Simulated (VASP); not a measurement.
# Sb (P-3m1) in VASP: a series of runs

The runs below take Sb through relaxation of cell and atoms, single point, with PBE.

Program: VASP 6.6.1. These are calculated values, not measurements. Logs are shortened: lines on timing, memory, paths and dates and some standing lists are left out, and cuts for length are marked.

**1. The cell of the first run**

It takes space group P-3m1 (No. 164, trigonal). Conventional cell: a = 4.164 Å, b = 4.164 Å, c = 6.939 Å, α = 90.00°, β = 90.00°, γ = 120.00°. Sb (site symmetry 3m) has 4 Sb at 2.74 Å within 3.6 Å. Within 3.6 Å of Sb (site symmetry 3m) lie 6 Sb at 2.74 to 2.88 Å.

The cell was built from a structure type or drawn by symmetry, and may not be a known phase.

**2. Relaxation of cell and atoms, PBE**

INCAR reads:

```
SYSTEM = Sb
  PREC = Accurate
  ENCUT = 600
  EDIFF = 1E-6
  ISMEAR = 0
  SIGMA = 0.1
  LREAL = .FALSE.
  LASPH = .TRUE.
  NELM = 100
  ALGO = Normal
  ISIF = 3
  LWAVE = .FALSE.
  LCHARG = .FALSE.
  GGA = PE
  IBRION = 2
  NSW = 90
  EDIFFG = -0.04
```

KPOINTS reads:

```
Automatic mesh
0
G
  6 6 4
  0 0 0
```

POSCAR reads:

```
Sb
1.0
    4.1644307200      0.0000000000      0.0000000000
   -2.0822153600      3.6065028000      0.0000000000
    0.0000000000      0.0000000000      6.9388679700
Sb
4
Direct
    0.0000000000      0.0000000000      0.8025568000
    0.0000000000      0.0000000000      0.1974432000
    0.3333333300      0.6666666700      0.6146058900
    0.6666666700      0.3333333300      0.3853941100
```

Potentials or basis: VASP PAW PBE potentials, release 64 (Sb).

Run with:

```sh
> cat potpaw_PBE.64/Sb/POTCAR > POTCAR
> mpirun -np 1 vasp_std > vasp.out
```

OUTCAR:

```text
SYSTEM = Sb
   PREC = Accurate
   ENCUT = 600
   EDIFF = 1E-6
   ISMEAR = 0
   LREAL = .FALSE.
   LASPH = .TRUE.
   NELM = 100
   ISIF = 3
   GGA = PE
   IBRION = 2
   NSW = 90
   EDIFFG = -0.04

 ion  position               nearest neighbor table
   1  0.000  0.000  0.803-   3 2.74   3 2.74   3 2.74   2 2.74   4 3.76   4 3.76   4 3.76
   2  0.000  0.000  0.197-   4 2.74   4 2.74   4 2.74   1 2.74   3 3.76   3 3.76   3 3.76
   3  0.333  0.667  0.615-   1 2.74   1 2.74   1 2.74   4 2.88   4 2.88   4 2.88   2 3.76   2 3.76
                             2 3.76
   4  0.667  0.333  0.385-   2 2.74   2 2.74   2 2.74   3 2.88   3 2.88   3 2.88   1 3.76   1 3.76
                             1 3.76

  LATTYP: Found a hexagonal cell.
 ALAT       =     4.1644307200
 C/A-ratio  =     1.6662224531

  Lattice vectors:

 A1 = (   4.1644307200,   0.0000000000,   0.0000000000)
 A2 = (  -2.0822153600,   3.6065028000,   0.0000000000)
 A3 = (   0.0000000000,   0.0000000000,   6.9388679700)

Analysis of symmetry for initial positions (statically):
=====================================================================
 Subroutine PRICEL returns:
 Original cell was already a primitive cell.

 Routine SETGRP: Setting up the symmetry group for a
 hexagonal supercell.

 Subroutine GETGRP returns: Found 12 space group operations
 (whereof 12 operations were pure point group operations)
 out of a pool of 24 trial point group operations.

The static configuration has the point symmetry D_3d.

Analysis of symmetry for dynamics (positions and initial velocities):
=====================================================================
 Subroutine PRICEL returns:
 Original cell was already a primitive cell.

 Routine SETGRP: Setting up the symmetry group for a
 hexagonal supercell.

 Subroutine GETGRP returns: Found 12 space group operations
 (whereof 12 operations were pure point group operations)
 out of a pool of 24 trial point group operations.

The dynamic configuration has the point symmetry D_3d.

 Subroutine INISYM returns: Found 12 space group operations
 (whereof 12 operations are pure point group operations),
 and found     1 'primitive' translations

----------------------------------------------------------------------------------------

                                     Primitive cell

  volume of cell :     104.2151

  direct lattice vectors                    reciprocal lattice vectors
     4.164430720  0.000000000  0.000000000     0.240128860  0.138638462  0.000000000
    -2.082215360  3.606502800  0.000000000     0.000000000  0.277276923  0.000000000
     0.000000000  0.000000000  6.938867970     0.000000000  0.000000000  0.144115727

  length of vectors
     4.164430720  4.164430724  6.938867970     0.277276923  0.277276923  0.144115727

  position of ions in fractional coordinates (direct lattice)
     0.000000000  0.000000000  0.802556800
     0.000000000  0.000000000  0.197443200
     0.333333330  0.666666670  0.614605890
     0.666666670  0.333333330  0.385394110

  ion indices of the primitive-cell ions
   primitive index   ion index
                 1           1
                 2           2
                 3           3
                 4           4

----------------------------------------------------------------------------------------

 KPOINTS: Automatic mesh

Automatic generation of k-mesh.
 Grid dimensions read from file:
 generate k-points for:    6    6    4

 Generating k-lattice:

  Cartesian coordinates                     Fractional coordinates (reciprocal lattice)
     0.040021477  0.023106410  0.000000000     0.166666667  0.000000000  0.000000000
     0.000000000  0.046212821  0.000000000     0.000000000  0.166666667  0.000000000
     0.000000000  0.000000000  0.036028932     0.000000000  0.000000000  0.250000000

  Length of vectors
     0.046212821  0.046212821  0.036028932

  Shift w.r.t. Gamma in fractional coordinates (k-lattice)
     0.000000000  0.000000000  0.000000000

 Subroutine IBZKPT returns following result:
 ===========================================

 Found     24 irreducible k-points:

 Following reciprocal coordinates:
            Coordinates               Weight
  0.000000  0.000000  0.000000      1.000000
  0.166667 -0.000000  0.000000      6.000000
  0.333333 -0.000000  0.000000      6.000000
  0.500000 -0.000000  0.000000      3.000000
  0.166667  0.166667  0.000000      6.000000
  0.333333  0.166667  0.000000     12.000000
[... 16 lines left out ...]
  0.333333  0.166667  0.500000     12.000000
  0.333333  0.333333  0.500000      2.000000
   k-points           NKPTS =     24   k-points in BZ     NKDIM =     24   number of bands    NBANDS=     14
   number of dos      NEDOS =    301   number of ions     NIONS =      4
   total plane-waves  NPLWV =  72576
   dimension x,y,z NGX =    36 NGY =   36 NGZ =   56
   dimension x,y,z NGXF=    72 NGYF=   72 NGZF=  112
   ions per type =               4
   NGX,Y,Z   is equivalent  to a cutoff of  14.37, 14.37, 13.42 a.u.
   NGXF,Y,Z  is equivalent  to a cutoff of  28.74, 28.74, 26.83 a.u.
 SYSTEM =  Sb
   PREC   = accura    normal or accurate (medium, high low for compatibility)
   ISTART =      0    job   : 0-new  1-cont  2-samecut
   ICHARG =      2    charge: 1-file 2-atom 10-const
   ISPIN  =      1    spin polarized calculation?
   LNONCOLLINEAR =      F non collinear calculations
   LSORBIT =      F    spin-orbit coupling
   LASPH  =      T    aspherical Exc in radial PAW
   ENCUT  =  600.0 eV  44.10 Ry    6.64 a.u.   8.32  8.32 13.86*2*pi/ulx,y,z
   NELM   =    100;   NELMIN=  2; NELMDL= -5     # of ELM steps
   EDIFF  = 0.1E-05   stopping-criterion for ELM
   LREAL  =      F    real-space projection
   EDIFFG = -.4E-01   stopping-criterion for IOM
   NSW    =     90    number of steps for IOM
   IBRION =      2    ionic relax: 0-MD 1-quasi-New 2-CG
   NFREE  =      1    steps in history (QN), initial steepest desc. (CG)
   ISIF   =      3    stress and relaxation
   ISYM   =      2    0-nonsym 1-usesym 2-fastsym
   POTIM  = 0.5000    time-step for ionic-motion
   TEBEG  =    0.0;   TEEND  =   0.0 temperature during run
   PSTRESS=    0.0 pullay stress
   NELECT =      20.0000    total number of electrons
   NUPDOWN=      -1.0000    fix difference up-down
   EMIN   =  10.00;   EMAX   =-10.00  energy-range for DOS
   EFERMI =   0.00;   METHOD = LEGACY
   ISMEAR =     0;   SIGMA  =   0.10  broadening in eV -4-tet -1-fermi 0-gaus
   EFERMI_NEDOS =   21; number of points for ismear=-14 and -15
   IALGO  =     38    algorithm
   IMIX   =      4    mixing-type and parameters
     AMIX     =   0.40;   BMIX     =  1.00
     AMIX_MAG =   1.60;   BMIX_MAG =  1.00
  volume/ion in A,a.u.               =      26.05       175.82
  Fermi-wavevector in a.u.,A,eV,Ry     =   0.944296  1.784460 12.132237  0.891694
  Thomas-Fermi vector in A             =   2.072087
   LORBIT       =      0    0 simple, 1 ext, 2 COOP (PROOUT), +10 PAW based schemes
   GGA     = PE    functional components
   LHFCALC =     F    Hartree Fock is set to
   AEXX    =    0.0000 exact exchange contribution
   IVDW    =     0    specifies the selected vdW correction
   LEPSILON=     F    determine dielectric tensor
   LRPA    =     F    only Hartree local field effects (RPA)
 conjugate gradient relaxation of ions
 non-spin polarized calculation
 Gauss-broadening in eV      SIGMA  =   0.10
  energy-cutoff  :      600.00
  volume of cell :      104.22
 maximum number of plane-waves:      3502
 NGX is ok and might be reduce to    36
   NGX = 17   NGY = 17   NGZ = 27

--------------------------------------- Ionic step        1  -------------------------------------------

 number of electron      19.9999999 magnetization

 Free energy of the ion-electron system (eV)
  ---------------------------------------------------
  ext. energy  EPLUGINS =         0.00000000
  ---------------------------------------------------
  free energy    TOTEN  =       -13.64020227 eV

  energy without entropy =      -13.62918412  energy(sigma->0) =      -13.63469319

 E-fermi :   9.3587     XC(G=0): -10.0496

 val. band max:        9.3403254319   @ k =   0.1667  -0.0000   0.2500
 cond. band min:       9.3769894932   @ k =   0.0000   0.1667   0.2500
 fundamental gap:      0.0366640613
 Fermi energy:         9.3587038857

 k-point     1 :       0.0000    0.0000    0.0000
  band No.  band energies     occupation
      1      -5.3700      2.00000
      2      -2.7296      2.00000
      3      -0.5519      2.00000
      4       5.9526      2.00000
      5       6.5057      2.00000
      6       6.5057      2.00000
      7       6.7453      2.00000
      8       6.7453      2.00000
      9       6.9553      2.00000
     10       8.4622      2.00000
     11       9.8421      0.00000
     12       9.8421      0.00000
     13      10.5617      0.00000
     14      11.1967      0.00000
[... 496 lines left out ...]
  FREE ENERGIE OF THE ION-ELECTRON SYSTEM (eV)
  ---------------------------------------------------
  free  energy   TOTEN  =       -15.9492358404 eV

  energy  without entropy=      -15.9439325890  energy(sigma->0) =      -15.94658421

 E-fermi :   5.4390     XC(G=0):  -8.6529

 val. band max:        5.2819643196   @ k =   0.1667  -0.0000   0.5000
 cond. band min:       5.4879866402   @ k =   0.0000   0.3333   0.2500
 fundamental gap:      0.2060223207
 Fermi energy:         5.4390408121

 k-point     1 :       0.0000    0.0000    0.0000
  band No.  band energies     occupation
      1      -6.6449      2.00000
      2      -5.3293      2.00000
      3      -2.8502      2.00000
      4       0.2328      2.00000
      5       3.5434      2.00000
      6       3.6429      2.00000
      7       3.6429      2.00000
      8       3.7757      2.00000
      9       3.7757      2.00000
     10       4.5388      2.00000
     11       6.2197      0.00000
     12       6.2197      0.00000
     13       6.5383      0.00000
     14       6.8998      0.00000
[... 375 lines left out ...]
 k-point    24 :       0.3333    0.3333    0.5000
  band No.  band energies     occupation
      1      -4.1157      2.00000
      2      -3.9943      2.00000
      3      -3.9943      2.00000
      4      -3.5845      2.00000
      5       0.9852      2.00000
      6       0.9852      2.00000
      7       2.6305      2.00000
      8       2.9397      2.00000
      9       3.7270      2.00000
     10       3.7270      2.00000
     11       6.3666      0.00000
     12       6.3666      0.00000
     13       8.4185      0.00000
     14       9.4798      0.00000

[... ionic steps 4 to 25 ...]

--------------------------------------- Ionic step       26  -------------------------------------------

 number of electron      20.0000001 magnetization

------------------------ aborting loop because EDIFF is reached ----------------------------------------

  FORCE on cell =-STRESS in cart. coord.  units (eV):
  Direction    XX          YY          ZZ          XY          YZ          ZX
  --------------------------------------------------------------------------------------
  -------------------------------------------------------------------------------------
  Total       -0.0545053     -0.0545053      0.1111092      0.0000000      0.0000000      0.0000000
  in kB       -0.5827653     -0.5827653      1.1879693      0.0000000      0.0000000      0.0000000
  external PRESSURE =       0.0074796 kB  Pullay stress =       0.0000000 kB
[... 61 lines left out ...]
  energy  without entropy=      -16.3330769239  energy(sigma->0) =      -16.33342424

--------------------------------------- Ionic step       28  -------------------------------------------

 number of electron      20.0000003 magnetization

 Free energy of the ion-electron system (eV)
  ---------------------------------------------------
  ext. energy  EPLUGINS =         0.00000000
  ---------------------------------------------------
  free energy    TOTEN  =       -16.33504367 eV

  energy without entropy =      -16.33436732  energy(sigma->0) =      -16.33470549

 E-fermi :   4.9820     XC(G=0):  -8.4009

 val. band max:        4.9137441184   @ k =   0.0000   0.0000   0.0000
 cond. band min:       5.1153386032   @ k =   0.0000   0.3333   0.2500
 fundamental gap:      0.2015944848
 Fermi energy:         4.9819645434

 k-point     1 :       0.0000    0.0000    0.0000
  band No.  band energies     occupation
      1      -7.0659      2.00000
      2      -6.3467      2.00000
      3      -2.9316      2.00000
      4      -0.7151      2.00000
      5       2.8889      2.00000
      6       3.7405      2.00000
      7       3.7405      2.00000
      8       3.9245      2.00000
      9       3.9245      2.00000
     10       4.9137      1.66535
     11       5.6230      0.00000
     12       6.2631      0.00000
     13       6.2631      0.00000
     14       6.9431      0.00000
[... 420 lines left out ...]
  FREE ENERGIE OF THE ION-ELECTRON SYSTEM (eV)
  ---------------------------------------------------
  free  energy   TOTEN  =       -16.3350436707 eV

  energy  without entropy=      -16.3343673164  energy(sigma->0) =      -16.33470549

 reached required accuracy - stopping structural energy minimisation
```

Wall time 17 min (1 thread of Intel Xeon Platinum 8175M at 2.50GHz (Skylake/Cascade Lake), shared host); peak memory 0.27 GiB.

What came out:

- Free energy: -16.3350 eV
- Relaxed volume: 37.44 Å³/atom
- Relaxed cell: a = 4.287 Å, b = 4.287 Å, c = 9.410 Å, α = 90.00°, β = 90.00°, γ = 120.00°
- Space group after relaxing (to 0.1 Å): P-3m1 (No. 164)
- Energy gained by relaxing: 673.7 meV/atom
- Ionic steps: 28
- Pressure after relaxing: -0.1 GPa
- Largest force after relaxing: 0.038 eV/Å

Forces in eV/Å, atoms in the order of the input:
```
Sb   0.000  0.000 -0.038
Sb   0.000  0.000  0.038
Sb   0.000  0.000 -0.003
Sb   0.000  0.000  0.003
```

Stress tensor (GPa, compression positive):
```
-0.09  0.00  0.00
 0.00 -0.09  0.00
 0.00  0.00  0.01
```

The path:
| step | energy change (eV) | largest force (eV/Å) | pressure (GPa) | volume (Å³) |
| --- | --- | --- | --- | --- |
| 1 | 0.0000 | 1.3235 | 25.88 | 104.22 |
| 2 | -1.2550 | 0.7781 | -6.32 | 181.45 |
| 3 | -2.3090 | 0.4950 | -0.17 | 141.35 |
| 4 | -2.3097 | 0.4876 | 0.10 | 140.53 |
| 5 | -2.3562 | 0.3971 | 0.00 | 141.23 |
| 6 | -2.4917 | 0.0936 | 0.27 | 143.14 |
| 7 | -2.4515 | 1.1901 | 2.23 | 146.13 |
| 8 | -2.5384 | 0.4435 | 0.87 | 144.54 |
| 9 | -2.5743 | 0.4403 | 0.42 | 146.63 |
| 10 | -2.6335 | 0.3733 | -0.53 | 152.67 |
| 11 | -2.6153 | 0.2345 | -1.44 | 163.76 |
| 12 | -2.6426 | 0.2619 | -0.97 | 157.09 |
| 13 | -2.6667 | 0.2376 | -0.33 | 154.81 |
| 14 | -2.6688 | 0.2294 | -0.08 | 153.98 |
| 15 | -2.6688 | 0.2287 | -0.06 | 153.88 |
| 16 | -2.6729 | 0.1573 | -0.20 | 153.70 |
| 17 | -2.6770 | 0.1892 | -0.61 | 153.16 |
| 18 | -2.6787 | 0.1873 | -0.56 | 152.72 |
| 19 | -2.6827 | 0.1803 | -0.41 | 151.42 |
| 20 | -2.6865 | 0.1646 | -0.06 | 148.83 |
| 21 | -2.6880 | 0.1303 | 0.01 | 148.78 |
| 22 | -2.6902 | 0.0636 | 0.22 | 148.62 |
| 23 | -2.6912 | 0.0538 | 0.10 | 149.15 |
| 24 | -2.6918 | 0.0553 | -0.10 | 149.96 |
| 25 | -2.6922 | 0.0501 | -0.08 | 149.93 |
| 26 | -2.6929 | 0.0813 | 0.00 | 149.85 |
| 27 | -2.6936 | 0.0622 | -0.02 | 149.83 |
| 28 | -2.6948 | 0.0376 | -0.05 | 149.76 |

Final structure:
```cif
data_structure
_symmetry_space_group_name_H-M 'P 1'
_symmetry_Int_Tables_number 1
_cell_length_a 4.2869
_cell_length_b 4.2869
_cell_length_c 9.4100
_cell_angle_alpha 90.000
_cell_angle_beta 90.000
_cell_angle_gamma 120.000
_cell_volume 149.76
loop_
_atom_site_label
_atom_site_type_symbol
_atom_site_fract_x
_atom_site_fract_y
_atom_site_fract_z
_atom_site_occupancy
Sb1 Sb 0.00000 0.00000 0.79336 1
Sb2 Sb 0.00000 0.00000 0.20664 1
Sb3 Sb 0.33333 0.66667 0.62731 1
Sb4 Sb 0.66667 0.33333 0.37269 1
```

Caveat: the volume moved by over 15 % at a fixed basis, so the end points are rough; spin-orbit coupling is left out, which moves the levels of the heavy elements.

**3. Single point, PBE**

This run uses another cell than the first one, of 38.00 Å³/atom.

INCAR reads:

```
SYSTEM = Sb
  ALGO = Normal
  EDIFF = 1E-6
  ENCUT = 520
  GGA = PE
  ISIF = 2
  ISMEAR = 0
  LASPH = .TRUE.
  LCHARG = .FALSE.
  LREAL = .FALSE.
  LWAVE = .FALSE.
  NBANDS = 18
  NELM = 60
  PREC = Accurate
  SIGMA = 0.1
```

KPOINTS reads:

```
k-points
0
G
  12 12 6
  0 0 0
```

POSCAR reads:

```
Sb
1.0
    4.2524400993      0.0000000000      0.0000000000
   -2.1262200496      3.6827211540      0.0000000000
    0.0000000000      0.0000000000      9.7057659728
Sb
4
Direct
    0.0000000000      0.0000000000      0.7892076523
    0.0000000000      0.0000000000      0.2107923477
    0.3333333333      0.6666666667      0.6269889138
    0.6666666667      0.3333333333      0.3730110862
```

Potentials or basis: VASP PAW PBE potentials, release 64 (Sb).

Run with:

```sh
> cat potpaw_PBE.64/Sb/POTCAR > POTCAR
> mpirun -np 1 vasp_std > vasp.out
```

Wall time 4.2 min (1 thread of Intel Xeon Platinum 8175M at 2.50GHz (Skylake/Cascade Lake), shared host); peak memory 0.38 GiB.

The run converged. Its results:

```yaml
Free_energy: -16.3314 eV
Pressure: 0.1 GPa
Largest_force: 0.058 eV/Å
Band_gap_on_the_k_mesh: zero (bands 10 and 11 overlap by 0.32 eV)
```

Forces on the atoms (eV/Å):
```
Sb   0.000  0.000  0.057
Sb   0.000  0.000 -0.057
Sb   0.000  0.000 -0.058
Sb   0.000  0.000  0.058
```

Levels at points of the mesh, in eV from the Fermi level:
```tsv
k point	band 6	band 7	band 8	band 9	band 10	band 11	band 12	band 13	band 14	band 15
(0.00, 0.00, 0.00)	-1.41	-1.41	-1.22	-1.22	-0.18	0.32	1.13	1.13	1.73	1.95
(0.50, 0.00, 0.00)	-3.49	-3.04	-2.46	-2.33	-1.78	0.41	0.92	1.53	1.54	3.02
(0.00, 0.00, 0.50)	-1.44	-1.37	-1.17	-1.17	-0.97	0.40	1.02	1.02	1.65	2.06
(0.50, 0.00, 0.50)	-3.35	-3.13	-3.01	-2.39	-1.38	0.12	0.97	1.65	1.77	3.21
```

Caveat: spin-orbit coupling is left out, which moves the levels of the heavy elements.
